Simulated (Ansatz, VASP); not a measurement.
## C: VASP beside Ansatz

Contents of INCAR:

```
SYSTEM = C
PREC = Accurate
ENCUT = 520
EDIFF = 1E-6
ISMEAR = 0
SIGMA = 0.05
LREAL = .False.
LASPH = .True.
NELM = 100
ALGO = Normal
ISIF = 2
LWAVE = .False.
LCHARG = .False.
GGA = PS
NBANDS = 31
```

File KPOINTS:

```
Automatic mesh
0
Gamma
  11 7 3
  0 0 0
```

POSCAR

```
C
1.0
   -2.1294220588     -1.2294315772      0.0088643343
    1.3950280734      0.0000000000     -3.6324024213
    4.9932381030     -8.6060210402      3.6058094183
C
10
Direct
    0.8333137556      0.1666290038      0.1666694635
    0.4333137556      0.3666290038      0.3666694635
    0.0333137556      0.5666290038      0.5666694635
    0.6333137556      0.7666290038      0.7666694635
    0.2333137556      0.9666290038      0.9666694635
    0.7666862444      0.0333709962      0.0333305365
    0.3666862444      0.2333709962      0.2333305365
    0.9666862444      0.4333709962      0.4333305365
    0.5666862444      0.6333709962      0.6333305365
    0.1666862444      0.8333709962      0.8333305365
```

Input for Ansatz:

```yaml
crystal:
  lattice:
    - [-2.1294220588, -1.2294315772, 0.0088643343]
    - [1.3950280734, 0.0, -3.6324024213]
    - [4.993238103, -8.6060210402, 3.6058094183]
  atoms:
    - { symbol: C, position: [0.8333137556, 0.1666290038, 0.1666694635] }
    - { symbol: C, position: [0.4333137556, 0.3666290038, 0.3666694635] }
    - { symbol: C, position: [0.0333137556, 0.5666290038, 0.5666694635] }
    - { symbol: C, position: [0.6333137556, 0.7666290038, 0.7666694635] }
    - { symbol: C, position: [0.2333137556, 0.9666290038, 0.9666694635] }
    - { symbol: C, position: [0.7666862444, 0.0333709962, 0.0333305365] }
    - { symbol: C, position: [0.3666862444, 0.2333709962, 0.2333305365] }
    - { symbol: C, position: [0.9666862444, 0.4333709962, 0.4333305365] }
    - { symbol: C, position: [0.5666862444, 0.6333709962, 0.6333305365] }
    - { symbol: C, position: [0.1666862444, 0.8333709962, 0.8333305365] }
basis:
  ecutwfc: 420
kpoints:
  mp_grid: { grid: [11, 7, 3] }
hamiltonian:
  xc: pbesol
scf:
  occupations: { method: gaussian, width: 0.05 }
output:
  forces: true
  stress: true
  eigenvalues: true
```

Alike in both runs: task single point; functional PBEsol; k mesh 11 × 7 × 3; occupations gaussian, width 0.05 eV; no spin polarisation.

```csv
,VASP,Ansatz
version,VASP 6.6.1,Ansatz 0.2.0
potentials or method,"VASP PAW PBE potentials, release 64 (C), cutoff 520 eV","scalar-relativistic, plane waves, PAW"
valence electrons in the cell,40,40
```

Ansatz gave:

```
gap on the k mesh at the Fermi level (eV)                     : 0.44
least direct gap on the mesh (eV)                             : 0.44
pressure (GPa)                                                : 0.0
traceless stress, the component that is largest in VASP (GPa) : 0.06
rms of the force components (eV/Å)                            : 0.023
```

What did VASP give for the same quantities?

gap on the k mesh at the Fermi level (eV): 0.44; least direct gap on the mesh (eV): 0.44; pressure (GPa): 0.6; traceless stress, the component that is largest in VASP (GPa): -0.64; rms of the force components (eV/Å): 0.023.

VASP's potentials were made for PBE, not for PBEsol. Atom by atom the forces differ by 0.000 eV/Å (rms over components). The functional is the same, so the differences come from potentials, cutoffs and numerics.
